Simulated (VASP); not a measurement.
Runs of VASP 6.6.1 on SrCl2. The structure is that of space group P-3m1 (No. 164), or close to it. The cells are those of the table. 

```tsv
level	cell	smearing	gap on the mesh (eV)	pressure (GPa)	largest force (eV/Å)
r2SCAN	a = 4.512, b = 4.512, c = 5.432 Å, angles 90.0, 90.0, 120.0°, 3 atoms	gaussian 0.01 eV	5.55	(b)	0.01
PBE	a = 4.514, b = 4.514, c = 5.596 Å, angles 90.0, 90.0, 120.0°, 3 atoms	fermi-dirac 0.02 eV	4.99	0.2	0.03
PBE	a = 4.512, b = 4.512, c = 5.432 Å, angles 90.0, 90.0, 120.0°, 3 atoms	fermi-dirac 0.02 eV	(c)	(a)	0.02
r2SCAN	a = 4.514, b = 4.514, c = 5.596 Å, angles 90.0, 90.0, 120.0°, 3 atoms	gaussian 0.01 eV	5.61	-0.4	0.01
```

Alike in all rows: task single point; potentials or basis VASP PAW PBE potentials, release 64 (Sr_sv, Cl); no spin polarisation; k mesh 6 × 6 × 6; cutoff (eV) 520.

Problem. Estimate the missing entries.

Solution. (a) 0.5; (b) -0.1; (c) 4.94.

Caveats: the PAW data sets were made with another functional, which shifts forces and pressure a little (some runs).

A k mesh can miss the band edges, and the runs leave out spin-orbit coupling on Sr.
